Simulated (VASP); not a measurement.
Wanted: the native input for a VASP 6.6.1 run.

* Task: single point
* Functional: PBEsol
* Potentials or basis: VASP PAW PBE potentials, release 64 (Sb)
* Cutoff: 520 eV
* k mesh: 12 × 12 × 12
* Occupations: gaussian, width 0.1 eV
* Spin: no spin polarisation
* Dipole correction: no
* Further INCAR settings: ALGO = Normal; EDIFF = 1e-07; NBANDS = 12

The structure of Sb lies in POSCAR:

```
Sb
1.0
    2.1873971037      1.2628943066      3.8080598400
   -2.1873971037      1.2628943066      3.8080598400
    0.0000000000     -2.5257886132      3.8080598400
Sb
2
Direct
    0.2336400000      0.2336400000      0.2336400000
    0.7663600000      0.7663600000      0.7663600000
```

This cell differs from its parent crystal: functional PBEsol, strained.

These files were run (other wordings do the same):

INCAR

```
  ALGO = Normal
  EDIFF = 1E-7
  ENCUT = 520
  GGA = PS
  ISIF = 2
  ISMEAR = 0
  LASPH = T
  LCHARG = F
  LREAL = F
  LWAVE = F
  NBANDS = 12
  NELM = 60
  PREC = Accurate
  SIGMA = 0.1
```

KPOINTS

```
k-points
0
Gamma
  12 12 12
```

Potentials or basis: VASP PAW PBE potentials, release 64 (Sb).

Run with:

```console
$ cat potpaw_PBE.64/Sb/POTCAR > POTCAR
$ mpirun -np 1 vasp_std > vasp.out
```

Results of the run:

```json
{"Pressure": "-2.2 GPa", "Largest force": "0.039 eV/Å", "Band gap on the k mesh": "zero (band 5 reaches 6.55 eV, above the bottom of band 6 at 6.33 eV)"}
```

Caveat: the cell differs from its parent crystal (functional PBEsol, strained); the PAW data sets were made with another functional, which shifts forces and pressure a little; spin-orbit coupling is left out, which moves the levels of the heavy elements.

Run time: 43 s on 1 thread of Intel(R) Xeon(R) 6975P-C (Granite Rapids), with other jobs on the host, peak memory 0.28 GiB.
